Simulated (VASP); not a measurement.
# Si62P (a cell with a defect) in VASP: a series of runs

Runs on Si62P (a cell with a defect). Level: PBE. Tasks: relaxation of the atoms, single point.

Program: VASP 6.6.1. These are calculated values, not measurements. Logs are shortened: lines on timing, memory, paths and dates and some standing lists are left out, and cuts for length are marked.

## Step 1: The cell of the first run

The cell holds a defect, 63 atoms: a = 10.860 Å, b = 10.860 Å, c = 10.860 Å, α = 90.00°, β = 90.00°, γ = 90.00°.

## Step 2: Relaxation of the atoms, PBE

INCAR reads:

```
PREC = Accurate ; ENCUT = 520
EDIFF = 1E-6 ; ISMEAR = 0
SIGMA = 0.02 ; LREAL = Auto
LASPH = True ; NELM = 80
ALGO = Normal ; ISIF = 2
LWAVE = False ; LCHARG = False
GGA = PE ; IBRION = 2
NSW = 80 ; EDIFFG = -0.03
NELECT = 254.0 ; NCORE = 4
```

KPOINTS reads:

```
Automatic mesh
0
Gamma
  1 1 1
```

POSCAR reads:

```
Si62P
1.0
   10.8600000000      0.0000000000      0.0000000000
    0.0000000000     10.8600000000      0.0000000000
    0.0000000000      0.0000000000     10.8600000000
Si P
62 1
Direct
    0.5000000000      0.0000000000      0.0000000000
    0.6250000000      0.1250000000      0.1250000000
    0.7500000000      0.2500000000      0.0000000000
    0.8750000000      0.3750000000      0.1250000000
    0.7500000000      0.0000000000      0.2500000000
    0.8750000000      0.1250000000      0.3750000000
    0.2500000000      0.2500000000      0.0000000000
    0.3750000000      0.3750000000      0.1250000000
    0.5000000000      0.5000000000      0.0000000000
    0.6250000000      0.6250000000      0.1250000000
    0.7500000000      0.7500000000      0.0000000000
    0.8750000000      0.8750000000      0.1250000000
    0.2500000000      0.0000000000      0.2500000000
    0.3750000000      0.1250000000      0.3750000000
    0.5000000000      0.2500000000      0.2500000000
    0.6250000000      0.3750000000      0.3750000000
    0.7500000000      0.5000000000      0.2500000000
    0.8750000000      0.6250000000      0.3750000000
    0.5000000000      0.0000000000      0.5000000000
    0.6250000000      0.1250000000      0.6250000000
    0.7500000000      0.2500000000      0.5000000000
    0.8750000000      0.3750000000      0.6250000000
    0.7500000000      0.0000000000      0.7500000000
    0.8750000000      0.1250000000      0.8750000000
    0.0000000000      0.5000000000      0.0000000000
    0.1250000000      0.6250000000      0.1250000000
    0.2500000000      0.7500000000      0.0000000000
    0.3750000000      0.8750000000      0.1250000000
    0.0000000000      0.2500000000      0.2500000000
    0.1250000000      0.3750000000      0.3750000000
    0.2500000000      0.5000000000      0.2500000000
    0.3750000000      0.6250000000      0.3750000000
    0.5000000000      0.7500000000      0.2500000000
    0.6250000000      0.8750000000      0.3750000000
    0.0000000000      0.0000000000      0.5000000000
    0.1250000000      0.1250000000      0.6250000000
    0.2500000000      0.2500000000      0.5000000000
    0.3750000000      0.3750000000      0.6250000000
    0.5000000000      0.5000000000      0.5000000000
    0.6250000000      0.6250000000      0.6250000000
    0.7500000000      0.7500000000      0.5000000000
    0.8750000000      0.8750000000      0.6250000000
    0.2500000000      0.0000000000      0.7500000000
    0.3750000000      0.1250000000      0.8750000000
    0.5000000000      0.2500000000      0.7500000000
    0.6250000000      0.3750000000      0.8750000000
    0.7500000000      0.5000000000      0.7500000000
    0.8750000000      0.6250000000      0.8750000000
    0.0000000000      0.7500000000      0.2500000000
    0.1250000000      0.8750000000      0.3750000000
    0.0000000000      0.5000000000      0.5000000000
    0.1250000000      0.6250000000      0.6250000000
    0.2500000000      0.7500000000      0.5000000000
    0.3750000000      0.8750000000      0.6250000000
    0.0000000000      0.2500000000      0.7500000000
    0.1250000000      0.3750000000      0.8750000000
    0.2500000000      0.5000000000      0.7500000000
    0.3750000000      0.6250000000      0.8750000000
    0.5000000000      0.7500000000      0.7500000000
    0.6250000000      0.8750000000      0.8750000000
    0.0000000000      0.7500000000      0.7500000000
    0.1250000000      0.8750000000      0.8750000000
    0.1250000000      0.1250000000      0.1250000000
```

Potentials or basis: VASP PAW PBE potentials, release 64 (Si, P).

Launch:

```console
> cat potpaw_PBE.64/Si/POTCAR potpaw_PBE.64/P/POTCAR > POTCAR
> mpirun -np 4 vasp_gam > vasp.out
```

OUTCAR:

```text
PREC = Accurate
   ENCUT = 520
   EDIFF = 1E-6
   ISMEAR = 0
   LREAL = Auto
   LASPH = True
   NELM = 80
   ISIF = 2
   GGA = PE
   IBRION = 2
   NSW = 80
   EDIFFG = -0.03
   NELECT = 254.0

 ion  position               nearest neighbor table
   1  0.500  0.000  0.000-   2 2.35  28 2.35  44 2.35  60 2.35
   2  0.625  0.125  0.125-   1 2.35   3 2.35   5 2.35  15 2.35
   3  0.750  0.250  0.000-   2 2.35   4 2.35  24 2.35  46 2.35
   4  0.875  0.375  0.125-   3 2.35  17 2.35  25 2.35  29 2.35
   5  0.750  0.000  0.250-   2 2.35   6 2.35  12 2.35  34 2.35
   6  0.875  0.125  0.375-   5 2.35  21 2.35  29 2.35  35 2.35
   7  0.250  0.250  0.000-   8 2.35  44 2.35  56 2.35  63 2.35
   8  0.375  0.375  0.125-   7 2.35   9 2.35  15 2.35  31 2.35
   9  0.500  0.500  0.000-   8 2.35  10 2.35  46 2.35  58 2.35
  10  0.625  0.625  0.125-   9 2.35  11 2.35  17 2.35  33 2.35
  11  0.750  0.750  0.000-  10 2.35  12 2.35  48 2.35  60 2.35
  12  0.875  0.875  0.125-   5 2.35  11 2.35  49 2.35
  13  0.250  0.000  0.250-  14 2.35  28 2.35  50 2.35  63 2.35
  14  0.375  0.125  0.375-  13 2.35  15 2.35  19 2.35  37 2.35
  15  0.500  0.250  0.250-   2 2.35   8 2.35  14 2.35  16 2.35
  16  0.625  0.375  0.375-  15 2.35  17 2.35  21 2.35  39 2.35
  17  0.750  0.500  0.250-   4 2.35  10 2.35  16 2.35  18 2.35
[... 42 lines left out ...]
  60  0.625  0.875  0.875-   1 2.35  11 2.35  23 2.35  59 2.35
  61  0.000  0.750  0.750-  42 2.35  48 2.35  52 2.35  62 2.35
  62  0.125  0.875  0.875-  27 2.35  43 2.35  61 2.35
  63  0.125  0.125  0.125-   7 2.35  13 2.35  29 2.35

  LATTYP: Found a simple cubic cell.
 ALAT       =    10.8600000000

  Lattice vectors:

 A1 = (  10.8600000000,   0.0000000000,   0.0000000000)
 A2 = (   0.0000000000,  10.8600000000,   0.0000000000)
 A3 = (   0.0000000000,   0.0000000000,  10.8600000000)

Analysis of symmetry for initial positions (statically):
=====================================================================
 Subroutine PRICEL returns:
 Original cell was already a primitive cell.

 Routine SETGRP: Setting up the symmetry group for a
 simple cubic supercell.

 Subroutine GETGRP returns: Found  6 space group operations
 (whereof  6 operations were pure point group operations)
 out of a pool of 48 trial point group operations.

The static configuration has the point symmetry C_3v.

Analysis of symmetry for dynamics (positions and initial velocities):
=====================================================================
 Subroutine PRICEL returns:
 Original cell was already a primitive cell.

 Routine SETGRP: Setting up the symmetry group for a
 simple cubic supercell.
[... 226 lines left out ...]
  Thomas-Fermi vector in A             =   2.083445
   LORBIT       =      0    0 simple, 1 ext, 2 COOP (PROOUT), +10 PAW based schemes
   GGA     = PE    functional components
   LHFCALC =     F    Hartree Fock is set to
   AEXX    =    0.0000 exact exchange contribution
   IVDW    =     0    specifies the selected vdW correction
   LEPSILON=     F    determine dielectric tensor
   LRPA    =     F    only Hartree local field effects (RPA)
 conjugate gradient relaxation of ions
 non-spin polarized calculation
 Gauss-broadening in eV      SIGMA  =   0.02
  energy-cutoff  :      520.00
  volume of cell :     1280.82
 maximum number of plane-waves:     17229
 NGX is ok and might be reduce to    84
   NGX = 41   NGY = 41   NGZ = 41

--------------------------------------- Ionic step        1  -------------------------------------------

 number of electron     253.9999971 magnetization

 Free energy of the ion-electron system (eV)
  ---------------------------------------------------
  ext. energy  EPLUGINS =         0.00000000
  ---------------------------------------------------
  free energy    TOTEN  =      -326.27861173 eV

  energy without entropy =     -326.25460292  energy(sigma->0) =     -326.26660733

------------------------ aborting loop because EDIFF is reached ----------------------------------------

  FORCE on cell =-STRESS in cart. coord.  units (eV):
  Direction    XX          YY          ZZ          XY          YZ          ZX
  --------------------------------------------------------------------------------------
  -------------------------------------------------------------------------------------
  Total       26.1050120     26.1050120     26.1050120      3.0400245      3.0400245      3.0400245
  in kB       32.6546478     32.6546478     32.6546478      3.8027536      3.8027536      3.8027536
  external PRESSURE =      32.6546478 kB  Pullay stress =       0.0000000 kB
[... 272 lines left out ...]
  FREE ENERGIE OF THE ION-ELECTRON SYSTEM (eV)
  ---------------------------------------------------
  free  energy   TOTEN  =      -326.3875437615 eV

  energy  without entropy=     -326.3649761777  energy(sigma->0) =     -326.37625997

[... ionic steps 4 to 13 ...]

--------------------------------------- Ionic step       14  -------------------------------------------

 number of electron     253.9999994 magnetization

------------------------ aborting loop because EDIFF is reached ----------------------------------------
[... 189 lines left out ...]
--------------------------------------- Ionic step       16  -------------------------------------------

 number of electron     253.9999993 magnetization

 Free energy of the ion-electron system (eV)
  ---------------------------------------------------
  ext. energy  EPLUGINS =         0.00000000
  ---------------------------------------------------
  free energy    TOTEN  =      -326.51912260 eV

  energy without entropy =     -326.49655502  energy(sigma->0) =     -326.50783881

 E-fermi :   6.3071     XC(G=0):  -9.3539

 val. band max:        5.8224875325   @ k =   0.0000   0.0000   0.0000
 cond. band min:       6.3070994500   @ k =   0.0000   0.0000   0.0000
 fundamental gap:      0.4846119175
 Fermi energy:         6.3070994500

 k-point     1 :       0.0000    0.0000    0.0000
  band No.  band energies     occupation
      1      -6.3421      2.00000
      2      -5.7661      2.00000
      3      -5.1684      2.00000
      4      -5.1684      2.00000
      5      -5.1306      2.00000
      6      -5.1306      2.00000
[... 131 lines left out ...]
    138       6.9214      0.00000
    139       6.9498      0.00000
 [bands above 139 left out]

------------------------ aborting loop because EDIFF is reached ----------------------------------------

  FORCE on cell =-STRESS in cart. coord.  units (eV):
  Direction    XX          YY          ZZ          XY          YZ          ZX
  --------------------------------------------------------------------------------------
  -------------------------------------------------------------------------------------
  Total       22.5756302     22.5756302     22.5756302      6.7714202      6.7714202      6.7714202
  in kB       28.2397592     28.2397592     28.2397592      8.4703406      8.4703406      8.4703406
  external PRESSURE =      28.2397592 kB  Pullay stress =       0.0000000 kB
[... 78 lines left out ...]
  FREE ENERGIE OF THE ION-ELECTRON SYSTEM (eV)
  ---------------------------------------------------
  free  energy   TOTEN  =      -326.5191226023 eV

  energy  without entropy=     -326.4965550189  energy(sigma->0) =     -326.50783881

 reached required accuracy - stopping structural energy minimisation
```

Wall time 10 min (4 MPI ranks of AMD EPYC 7R43 (Zen 3), shared host); peak memory 0.37 GiB.

Results:

```yaml
Free_energy: -326.5191 eV
Energy_gained_by_relaxing: 3.8 meV/atom
Ionic_steps: 16
Largest_force_after_relaxing: 0.026 eV/Å
```

Forces in eV/Å, atoms in the order of the input:
```
Si   0.008  0.007  0.007
Si   0.009  0.006  0.006
Si  -0.004 -0.006 -0.002
Si   0.001 -0.008  0.003
Si  -0.004 -0.002 -0.006
Si   0.001  0.003 -0.008
Si   0.001  0.001  0.006
Si   0.015  0.015 -0.008
Si   0.016  0.016 -0.008
Si   0.015  0.015  0.009
Si   0.003  0.003  0.019
Si  -0.001 -0.001 -0.016
Si   0.001  0.006  0.001
Si   0.015 -0.008  0.015
Si  -0.004 -0.012 -0.012
Si  -0.004 -0.006 -0.006
Si   0.005 -0.004 -0.008
Si  -0.011 -0.005 -0.002
Si   0.016 -0.008  0.016
Si   0.015  0.009  0.015
Si   0.005 -0.008 -0.004
Si  -0.011 -0.002 -0.005
Si   0.003  0.019  0.003
Si  -0.001 -0.016 -0.001
Si   0.007  0.008  0.007
Si   0.006  0.009  0.006
Si  -0.006 -0.004 -0.002
Si  -0.008  0.001  0.003
Si   0.006  0.001  0.001
Si  -0.008  0.015  0.015
Si  -0.012 -0.004 -0.012
Si  -0.006 -0.004 -0.006
Si  -0.004  0.005 -0.008
Si  -0.005 -0.011 -0.002
Si   0.007  0.007  0.008
Si   0.006  0.006  0.009
Si  -0.012 -0.012 -0.004
Si  -0.006 -0.006 -0.004
Si   0.000  0.000  0.000
Si   0.002  0.002  0.002
Si   0.009  0.009 -0.023
Si  -0.005 -0.005 -0.015
Si  -0.006 -0.002 -0.004
Si  -0.008  0.003  0.001
Si  -0.004 -0.008  0.005
Si  -0.005 -0.002 -0.011
Si   0.009 -0.023  0.009
Si  -0.005 -0.015 -0.005
Si  -0.002 -0.004 -0.006
Si   0.003  0.001 -0.008
Si  -0.008  0.016  0.016
Si   0.009  0.015  0.015
Si  -0.008  0.005 -0.004
Si  -0.002 -0.011 -0.005
Si  -0.002 -0.006 -0.004
Si   0.003 -0.008  0.001
Si  -0.008 -0.004  0.005
Si  -0.002 -0.005 -0.011
Si  -0.023  0.009  0.009
Si  -0.015 -0.005 -0.005
Si   0.019  0.003  0.003
Si  -0.016 -0.001 -0.001
P    0.012  0.012  0.012
```

The path:
```tsv
step	energy change (eV)	largest force (eV/Å)	pressure (GPa)
1	0.0000	0.7020	3.27
2	-0.0971	0.3278	3.19
3	-0.1089	0.2262	3.18
4	-0.1498	0.2342	3.14
5	-0.1660	0.2930	3.10
6	-0.1943	0.1492	3.05
7	-0.2001	0.1270	3.01
8	-0.2162	0.0801	2.95
9	-0.2182	0.1243	2.92
10	-0.2285	0.1271	2.88
11	-0.2294	0.1275	2.87
12	-0.2352	0.0911	2.85
13	-0.2359	0.0792	2.84
14	-0.2389	0.0527	2.83
15	-0.2389	0.0510	2.83
16	-0.2405	0.0261	2.82
```

Final structure:
```
CELL_PARAMETERS angstrom
10.86000 0.00000 0.00000
0.00000 10.86000 0.00000
0.00000 0.00000 10.86000
ATOMIC_POSITIONS crystal
Si 0.50088 0.99995 0.99995
Si 0.62578 0.12435 0.12435
Si 0.75562 0.24498 0.00048
Si 0.87882 0.37251 0.12465
Si 0.75562 0.00048 0.24498
Si 0.87882 0.12465 0.37251
Si 0.24806 0.24806 0.00904
Si 0.37549 0.37549 0.12786
Si 0.49847 0.49847 0.99910
Si 0.62317 0.62317 0.12301
Si 0.74974 0.74974 0.99936
Si 0.87966 0.87966 0.11119
Si 0.24806 0.00904 0.24806
Si 0.37549 0.12786 0.37549
Si 0.50315 0.25114 0.25114
Si 0.62766 0.37589 0.37589
Si 0.75190 0.50027 0.24854
Si 0.87604 0.62735 0.37214
Si 0.49847 0.99910 0.49847
Si 0.62317 0.12301 0.62317
Si 0.75190 0.24854 0.50027
Si 0.87604 0.37214 0.62735
Si 0.74974 0.99936 0.74974
Si 0.87966 0.11119 0.87966
Si 0.99995 0.50088 0.99995
Si 0.12435 0.62578 0.12435
Si 0.24498 0.75562 0.00048
Si 0.37251 0.87882 0.12465
Si 0.00904 0.24806 0.24806
Si 0.12786 0.37549 0.37549
Si 0.25114 0.50315 0.25114
Si 0.37589 0.62766 0.37589
Si 0.50027 0.75190 0.24854
Si 0.62735 0.87604 0.37214
Si 0.99995 0.99995 0.50088
Si 0.12435 0.12435 0.62578
Si 0.25114 0.25114 0.50315
Si 0.37589 0.37589 0.62766
Si 0.49971 0.49971 0.49971
Si 0.62376 0.62376 0.62376
Si 0.74959 0.74959 0.49897
Si 0.87405 0.87405 0.62433
Si 0.24498 0.00048 0.75562
Si 0.37251 0.12465 0.87882
Si 0.50027 0.24854 0.75190
Si 0.62735 0.37214 0.87604
Si 0.74959 0.49897 0.74959
Si 0.87405 0.62433 0.87405
Si 0.00048 0.75562 0.24498
Si 0.12465 0.87882 0.37251
Si 0.99910 0.49847 0.49847
Si 0.12301 0.62317 0.62317
Si 0.24854 0.75190 0.50027
Si 0.37214 0.87604 0.62735
Si 0.00048 0.24498 0.75562
Si 0.12465 0.37251 0.87882
Si 0.24854 0.50027 0.75190
Si 0.37214 0.62735 0.87604
Si 0.49897 0.74959 0.74959
Si 0.62433 0.87405 0.87405
Si 0.99936 0.74974 0.74974
Si 0.11119 0.87966 0.87966
P 0.12050 0.12050 0.12050
```

Caveat: the k points lie up to 0.58 Å⁻¹ apart; the cell carries a net charge on a neutralising background, which shifts energy and pressure; the cell is charged against a uniform background, so pressure and absolute levels hang on convention.

(Part 1 of 2 ends here.)
